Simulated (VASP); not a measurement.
# Tm3F (Amm2) in VASP: single point with PBE

Aim: the single point of Tm3F with PBE.

Everything below comes from runs of VASP 6.6.1. Logs are shortened: lines on timing, memory, paths and dates and some standing lists are left out, and cuts for length are marked.

## (1) The cell of the first run

Symmetry: Amm2, No. 38, orthorhombic system. The conventional cell has a = 3.413 Å, b = 10.159 Å, c = 5.741 Å, α = 90.00°, β = 90.00°, γ = 90.00°. Within 3.2 Å of Tm (site symmetry mm2) lie 2 F at 2.42 Å. Tm (site symmetry m) has 1 F at 2.22 Å within 2.9 Å. Within 2.9 Å of F (site symmetry mm2) lie 4 Tm at 2.22 to 2.42 Å.

## (2) Single point, PBE

Input file INCAR:

```
ALGO = Normal ; EDIFF = 1E-6
ENCUT = 600 ; GGA = PE
GGA_COMPAT = False ; ISIF = 2
ISMEAR = 0 ; LASPH = True
LCHARG = True ; LELF = True
LMAXMIX = 6 ; LREAL = False
LVHAR = True ; LWAVE = False
NBANDS = 25 ; NELM = 200
PREC = Accurate ; SIGMA = 0.1
```

Input file KPOINTS:

```
k-points
0
Gamma
  14 10 10
```

Input file POSCAR:

```
Tm3F
1.0
    3.4126665164      0.0000000000      0.0000000000
    0.0000000000      5.0794366659      2.8703428302
    0.0000000000     -5.0794366659      2.8703428302
Tm F
3 1
Direct
    0.5000000000      0.3484287257      0.3484287257
    0.0000000000      0.9677482469      0.6327539306
    0.0000000000      0.6327539306      0.9677482469
    0.0000000000      0.0495631061      0.0495631061
```

Potentials or basis: VASP PAW PBE potentials, release 64 (Tm_3, F), 4f in core.

Command:

```
> cat potpaw_PBE.64/Tm_3/POTCAR potpaw_PBE.64/F/POTCAR > POTCAR
> mpirun -np 1 vasp_std > vasp.out
```

OUTCAR:

```text
EDIFF = 1E-6
   ENCUT = 600
   GGA = PE
   ISIF = 2
   ISMEAR = 0
   LASPH = True
   LREAL = False
   NELM = 200
   PREC = Accurate

 ion  position               nearest neighbor table
   1  0.500  0.348  0.348-   4 2.42   4 2.42   2 3.54   2 3.54   3 3.54   3 3.54   2 3.79   2 3.79
                             3 3.79   3 3.79
   2  0.000  0.968  0.633-   4 2.22   3 3.32   3 3.32   3 3.40   1 3.54   1 3.54   1 3.79   1 3.79

   3  0.000  0.633  0.968-   4 2.22   2 3.32   2 3.32   2 3.40   1 3.54   1 3.54   1 3.79   1 3.79

   4  0.000  0.050  0.050-   2 2.22   3 2.22   1 2.42   1 2.42

  LATTYP: Found a base centered orthorhombic cell.
 ALAT       =     5.7406856604
 B/A-ratio  =     1.7696271722
 C/A-ratio  =     0.5944701937

  Lattice vectors:

 A1 = (   0.0000000000,   5.0794366659,   2.8703428302)
 A2 = (   0.0000000000,  -5.0794366659,   2.8703428302)
 A3 = (   3.4126665164,   0.0000000000,   0.0000000000)

Analysis of symmetry for initial positions (statically):
=====================================================================
 Subroutine PRICEL returns:
 Original cell was already a primitive cell.

 Routine SETGRP: Setting up the symmetry group for a
 base centered orthorhombic supercell.

 Subroutine GETGRP returns: Found  4 space group operations
 (whereof  4 operations were pure point group operations)
 out of a pool of  8 trial point group operations.

The static configuration has the point symmetry C_2v.

Analysis of symmetry for dynamics (positions and initial velocities):
=====================================================================
 Subroutine PRICEL returns:
 Original cell was already a primitive cell.

 Routine SETGRP: Setting up the symmetry group for a
 base centered orthorhombic supercell.

 Subroutine GETGRP returns: Found  4 space group operations
 (whereof  4 operations were pure point group operations)
 out of a pool of  8 trial point group operations.

The dynamic configuration has the point symmetry C_2v.

 Subroutine INISYM returns: Found  4 space group operations
 (whereof  4 operations are pure point group operations),
 and found     1 'primitive' translations

----------------------------------------------------------------------------------------

                                     Primitive cell

  volume of cell :      99.5115

  direct lattice vectors                    reciprocal lattice vectors
     3.412666516  0.000000000  0.000000000     0.293025995  0.000000000  0.000000000
     0.000000000  5.079436666  2.870342830     0.000000000  0.098436113  0.174195220
     0.000000000 -5.079436666  2.870342830     0.000000000 -0.098436113  0.174195220

  length of vectors
     3.412666516  5.834341849  5.834341849     0.293025995  0.200084089  0.200084089

  position of ions in fractional coordinates (direct lattice)
     0.500000000  0.348428726  0.348428726
     0.000000000  0.967748247  0.632753931
     0.000000000  0.632753931  0.967748247
     0.000000000  0.049563106  0.049563106

  ion indices of the primitive-cell ions
   primitive index   ion index
                 1           1
                 2           2
                 3           3
                 4           4

----------------------------------------------------------------------------------------

 KPOINTS: k-points

Automatic generation of k-mesh.
 Grid dimensions read from file:
 generate k-points for:   14   10   10

 Generating k-lattice:

  Cartesian coordinates                     Fractional coordinates (reciprocal lattice)
     0.020930428  0.000000000  0.000000000     0.071428571  0.000000000  0.000000000
     0.000000000  0.009843611  0.017419522     0.000000000  0.100000000 -0.000000000
     0.000000000 -0.009843611  0.017419522     0.000000000 -0.000000000  0.100000000

  Length of vectors
     0.020930428  0.020008409  0.020008409

  Shift w.r.t. Gamma in fractional coordinates (k-lattice)
     0.000000000  0.000000000  0.000000000

 Subroutine IBZKPT returns following result:
 ===========================================

 Found    248 irreducible k-points:

 Following reciprocal coordinates:
            Coordinates               Weight
  0.000000  0.000000  0.000000      1.000000
  0.071429  0.000000  0.000000      2.000000
  0.142857  0.000000  0.000000      2.000000
  0.214286  0.000000  0.000000      2.000000
  0.285714  0.000000  0.000000      2.000000
  0.357143  0.000000  0.000000      2.000000
[... 16 lines left out ...]
  0.428571  0.200000  0.000000      8.000000
  0.500000  0.200000  0.000000      4.000000
 [... further k-points ...]
   k-points           NKPTS =    248   k-points in BZ     NKDIM =    248   number of bands    NBANDS=     25
   number of dos      NEDOS =    301   number of ions     NIONS =      4
   total plane-waves  NPLWV =  64512
   dimension x,y,z NGX =    28 NGY =   48 NGZ =   48
   dimension x,y,z NGXF=    56 NGYF=   96 NGZF=   96
   ions per type =               3   1
   NGX,Y,Z   is equivalent  to a cutoff of  13.64, 13.68, 13.68 a.u.
   NGXF,Y,Z  is equivalent  to a cutoff of  27.28, 27.35, 27.35 a.u.
 SYSTEM =  unknown system
   PREC   = accura    normal or accurate (medium, high low for compatibility)
   ISTART =      0    job   : 0-new  1-cont  2-samecut
   ICHARG =      2    charge: 1-file 2-atom 10-const
   ISPIN  =      1    spin polarized calculation?
   LNONCOLLINEAR =      F non collinear calculations
   LSORBIT =      F    spin-orbit coupling
   LASPH  =      T    aspherical Exc in radial PAW
   ENCUT  =  600.0 eV  44.10 Ry    6.64 a.u.   6.82 11.65 11.65*2*pi/ulx,y,z
   NELM   =    200;   NELMIN=  2; NELMDL= -5     # of ELM steps
   EDIFF  = 0.1E-05   stopping-criterion for ELM
   LREAL  =      F    real-space projection
   EDIFFG = 0.1E-04   stopping-criterion for IOM
   NSW    =      0    number of steps for IOM
   IBRION =     -1    ionic relax: 0-MD 1-quasi-New 2-CG
   NFREE  =      0    steps in history (QN), initial steepest desc. (CG)
   ISIF   =      2    stress and relaxation
   ISYM   =      2    0-nonsym 1-usesym 2-fastsym
   POTIM  = 0.5000    time-step for ionic-motion
   TEBEG  =    0.0;   TEEND  =   0.0 temperature during run
   PSTRESS=    0.0 pullay stress
   NELECT =      34.0000    total number of electrons
   NUPDOWN=      -1.0000    fix difference up-down
   EMIN   =  10.00;   EMAX   =-10.00  energy-range for DOS
   EFERMI =   0.00;   METHOD = LEGACY
   ISMEAR =     0;   SIGMA  =   0.10  broadening in eV -4-tet -1-fermi 0-gaus
   EFERMI_NEDOS =   21; number of points for ismear=-14 and -15
   IALGO  =     38    algorithm
   IMIX   =      4    mixing-type and parameters
     AMIX     =   0.40;   BMIX     =  1.00
     AMIX_MAG =   1.60;   BMIX_MAG =  1.00
  volume/ion in A,a.u.               =      24.88       167.88
  Fermi-wavevector in a.u.,A,eV,Ry     =   1.144485  2.162763 17.821534  1.309846
  Thomas-Fermi vector in A             =   2.281177
   LORBIT       =      0    0 simple, 1 ext, 2 COOP (PROOUT), +10 PAW based schemes
   GGA     = PE    functional components
   LHFCALC =     F    Hartree Fock is set to
   AEXX    =    0.0000 exact exchange contribution
   IVDW    =     0    specifies the selected vdW correction
   LEPSILON=     F    determine dielectric tensor
   LRPA    =     F    only Hartree local field effects (RPA)
 non-spin polarized calculation
 Gauss-broadening in eV      SIGMA  =   0.10
  energy-cutoff  :      600.00
  volume of cell :       99.51
 maximum number of plane-waves:      3344
 NGX is ok and might be reduce to    28
   NGX = 13   NGY = 23   NGZ = 23

 number of electron      33.9999995 magnetization

 Free energy of the ion-electron system (eV)
  ---------------------------------------------------
  ext. energy  EPLUGINS =         0.00000000
  ---------------------------------------------------
  free energy    TOTEN  =       -19.71920877 eV

  energy without entropy =      -19.68437321  energy(sigma->0) =      -19.70179099

 E-fermi :   3.1946     XC(G=0):  -9.8680

 val. band max:        3.1913602775   @ k =   0.2857   0.5000   0.5000
 cond. band min:       3.1945941221   @ k =   0.3571   0.5000   0.1000
 fundamental gap:      0.0032338446
 Fermi energy:         3.1945837189

 k-point     1 :       0.0000    0.0000    0.0000
  band No.  band energies     occupation
      1     -24.4233      2.00000
      2     -22.7481      2.00000
      3     -22.7193      2.00000
      4     -22.5532      2.00000
      5     -22.4323      2.00000
      6     -22.3119      2.00000
[... 17 lines left out ...]
     24       6.2111      0.00000
     25       6.2911      0.00000

 k-point     2 :       0.0714    0.0000    0.0000
  band No.  band energies     occupation
      1     -24.4205      2.00000
      2     -22.7459      2.00000
      3     -22.7152      2.00000
      4     -22.5489      2.00000
      5     -22.4544      2.00000
      6     -22.3166      2.00000
[... 17 lines left out ...]
     24       6.2594      0.00000
     25       6.3769      0.00000

 k-point     3 :       0.1429    0.0000    0.0000
  band No.  band energies     occupation
      1     -24.4132      2.00000
      2     -22.7400      2.00000
      3     -22.7037      2.00000
      4     -22.5364      2.00000
      5     -22.5126      2.00000
      6     -22.3729      2.00000
[... 17 lines left out ...]
     24       6.1704      0.00000
     25       6.4884      0.00000

 k-point     4 :       0.2143    0.0000    0.0000
  band No.  band energies     occupation
      1     -24.4041      2.00000
      2     -22.7314      2.00000
      3     -22.6868      2.00000
      4     -22.5879      2.00000
      5     -22.5177      2.00000
      6     -22.4514      2.00000
[... 17 lines left out ...]
     24       6.2337      0.00000
     25       6.4591      0.00000
[... 477 lines left out ...]
 k-point    22 :       0.3571    0.2000    0.0000
  band No.  band energies     occupation
      1     -24.4019      2.00000
      2     -22.7430      2.00000
      3     -22.6978      2.00000
      4     -22.6598      2.00000
      5     -22.5657      2.00000
      6     -22.5376      2.00000
[... 17 lines left out ...]
     24       6.3950      0.00000
     25       7.5087      0.00000

 k-point    23 :       0.4286    0.2000    0.0000
  band No.  band energies     occupation
      1     -24.4000      2.00000
      2     -22.7767      2.00000
      3     -22.6964      2.00000
      4     -22.6849      2.00000
      5     -22.5928      2.00000
      6     -22.5628      2.00000
[... 17 lines left out ...]
     24       7.0404      0.00000
     25       7.7068      0.00000

 k-point    24 :       0.5000    0.2000    0.0000
  band No.  band energies     occupation
      1     -24.3997      2.00000
      2     -22.7880      2.00000
      3     -22.7087      2.00000
      4     -22.6832      2.00000
      5     -22.6074      2.00000
      6     -22.5642      2.00000
[... 17 lines left out ...]
     24       7.2370      0.00000
     25       7.7621      0.00000

 [... further k-points ...]

------------------------ aborting loop because EDIFF is reached ----------------------------------------

  FORCE on cell =-STRESS in cart. coord.  units (eV):
  Direction    XX          YY          ZZ          XY          YZ          ZX
  --------------------------------------------------------------------------------------
  -------------------------------------------------------------------------------------
  Total        0.1716993      0.4515698      0.3439072      0.0000000      0.0000000      0.0000000
  in kB        2.7644323      7.2704671      5.5370531      0.0000000      0.0000000      0.0000000
  external PRESSURE =       5.1906509 kB  Pullay stress =       0.0000000 kB

 VOLUME and BASIS-vectors are now :
 -----------------------------------------------------------------------------
  energy-cutoff  :      600.00
  volume of cell :       99.51
      direct lattice vectors                 reciprocal lattice vectors
     3.412666516  0.000000000  0.000000000     0.293025995  0.000000000  0.000000000
     0.000000000  5.079436666  2.870342830     0.000000000  0.098436113  0.174195220
     0.000000000 -5.079436666  2.870342830     0.000000000 -0.098436113  0.174195220

 POSITION                                       TOTAL-FORCE (eV/Angst)
 -----------------------------------------------------------------------------------
      1.70633      0.00000      2.00022         0.000000      0.000000     -0.048072
      0.00000      1.70158      4.59399         0.000000      0.075561     -0.037184
      0.00000     -1.70158      4.59399         0.000000     -0.075561     -0.037184
      0.00000      0.00000      0.28453         0.000000      0.000000      0.122439
 -----------------------------------------------------------------------------------
    total drift:                               -0.000000     -0.000000     -0.000289

  FREE ENERGIE OF THE ION-ELECTRON SYSTEM (eV)
  ---------------------------------------------------
  free  energy   TOTEN  =       -19.7192087725 eV

  energy  without entropy=      -19.6843732057  energy(sigma->0) =      -19.70179099
```

Wall time 5.2 min (1 thread of Intel Xeon 6975P-C (Granite Rapids), shared host); peak memory 0.72 GiB.

What came out:

* Free energy: -19.7192 eV
* Pressure: 0.5 GPa
* Largest force: 0.122 eV/Å
* Band gap on the k mesh: zero (bands 17 and 18 overlap by 0.66 eV)

Forces on the atoms (eV/Å):
```
Tm   0.000  0.000 -0.048
Tm   0.000  0.076 -0.037
Tm   0.000 -0.076 -0.037
F    0.000  0.000  0.122
```

Levels at points of the mesh, in eV from the Fermi level:
```csv
k point,band 13,band 14,band 15,band 16,band 17,band 18,band 19,band 20,band 21,band 22
"(0.00, 0.00, 0.00)",-7.99,-4.95,-1.02,-0.46,-0.25,-0.06,0.09,1.81,2.68,2.73
"(0.50, 0.00, 0.00)",-8.28,-1.80,-1.20,-1.13,-0.48,-0.38,1.19,1.39,2.12,2.31
"(0.00, 0.50, 0.00)",-8.00,-3.29,-2.84,-1.41,0.09,0.45,0.70,1.09,1.54,2.58
"(0.50, 0.50, 0.00)",-8.33,-1.57,-1.29,-0.81,-0.13,0.10,1.12,1.21,1.61,2.27
"(0.00, 0.50, 0.50)",-8.00,-3.22,-2.81,-1.69,0.06,0.54,0.57,1.62,1.78,2.74
"(0.50, 0.50, 0.50)",-8.46,-1.31,-1.24,-0.23,-0.12,-0.10,0.74,1.10,1.88,2.44
```

Caveat: spin-orbit coupling is left out, which moves the levels of the heavy elements; the 4f electrons are frozen in the core, so they carry no moment and show no levels; the run has no spin polarisation, though such a crystal can be magnetic. With open d or f shells a metallic result of PBE can be an artefact of self-interaction; +U or a hybrid may open a gap.
